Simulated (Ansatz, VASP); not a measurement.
## One calculation of ReSb, two programs

Contents of INCAR:

```
SYSTEM = ReSb
PREC = Accurate
ENCUT = 520
EDIFF = 1E-6
ISMEAR = -1
SIGMA = 0.08
LREAL = .FALSE.
LASPH = .TRUE.
NELM = 60
ALGO = Normal
ISIF = 2
LWAVE = .FALSE.
LCHARG = .FALSE.
NBANDS = 13
```

Contents of KPOINTS:

```
Automatic mesh
0
G
  12 12 12
  0 0 0
```

File POSCAR:

```
ReSb
1.0
    0.0000000000      2.6854092159      2.6854092159
    2.6854092159      0.0000000000      2.6854092159
    2.6854092159      2.6854092159      0.0000000000
Re Sb
1 1
Direct
    0.0000000000      0.0000000000      0.0000000000
    0.5000000000      0.5000000000      0.5000000000
```

Input for Ansatz:

```yaml
crystal:
  lattice:
    - [0.0, 2.6854092159, 2.6854092159]
    - [2.6854092159, 0.0, 2.6854092159]
    - [2.6854092159, 2.6854092159, 0.0]
  atoms:
    - { symbol: Re, position: [0.0, 0.0, 0.0] }
    - { symbol: Sb, position: [0.5, 0.5, 0.5] }
kpoints:
  mp_grid: { grid: [12, 12, 12] }
  band_path:
    path:
      - [0.0, 0.0, 0.0]
      - [0.5, 0.0, 0.5]
      - [0.625, 0.25, 0.625]
      - [0.375, 0.375, 0.75]
      - [0.0, 0.0, 0.0]
      - [0.5, 0.5, 0.5]
      - [0.5, 0.25, 0.75]
      - [0.5, 0.0, 0.5]
    npoints: 14
scf:
  occupations: { method: fermi_dirac, width: 0.08 }
hamiltonian:
  xc: lda
  pseudopotentials: { kind: all_electron, lapw: { basis_error: 0.001 } }
output:
  forces: true
  stress: true
  eigenvalues: true
  populations: true
  dos: { projected: true, de: 0.2, e_range: [-14, 8] }
```

Alike in both runs: task single point; functional LDA; k mesh 12 × 12 × 12; occupations fermi-dirac, width 0.08 eV; no spin polarisation.

|  | VASP | Ansatz |
| --- | --- | --- |
| version | VASP 6.6.1 | Ansatz 0.2.0 |
| potentials or method | VASP PAW LDA potentials, release 64 (Re, Sb), cutoff 520 eV | all-electron LAPW, scalar-relativistic |

|  | VASP | Ansatz | Ansatz less VASP |
| --- | --- | --- | --- |
| pressure (GPa) | 0.6 | 0.0 | -0.61 |

LDA's correlation is that of Perdew and Zunger in VASP and of Perdew and Wang (1992) in Ansatz. Ansatz ran all-electron here, and VASP with PAW potentials.

Spin-orbit coupling is off throughout.
